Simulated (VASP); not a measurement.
A run of VASP 6.6.1:

Contents of INCAR:

```
  PREC = Accurate
  ENCUT = 520
  EDIFF = 1E-7
  ISMEAR = -1
  SIGMA = 0.02
  LREAL = F
  LASPH = T
  NELM = 100
  ALGO = Normal
  ISIF = 2
  LWAVE = F
  LCHARG = F
  GGA = CA
  NBANDS = 28
```

KPOINTS

```
regular mesh
0
Gamma
  12 12 4
```

POSCAR

```
SnO
1.0
    3.2597143810      0.0000000000      0.0000000000
   -1.6298571905      2.8229954630      0.0000000000
    0.0000000000      0.0000000000      8.1343083493
Sn O
2 2
Direct
    0.3333333333      0.6666666667      0.0034209182
    0.6666666667      0.3333333333      0.5034209182
    0.3333333333      0.6666666667      0.3715790818
    0.6666666667      0.3333333333      0.8715790818
```

Potentials or basis: VASP PAW LDA potentials, release 64 (Sn_d, O).

Run with:

```bash
$ cat potpaw_LDA.64/Sn_d/POTCAR potpaw_LDA.64/O/POTCAR > POTCAR
$ mpirun -np 1 vasp_std > vasp.out
```

Hardware: 1 thread of AMD EPYC 9R45 96-Core Processor (Zen 5) (shared host).

Q: How long does it take, and how much memory?

A: Wall time 69 s on 1 thread of AMD EPYC 9R45 96-Core Processor (Zen 5), on a shared host, peak memory 0.19 GiB. Counts: scf iterations 15, k points 57.
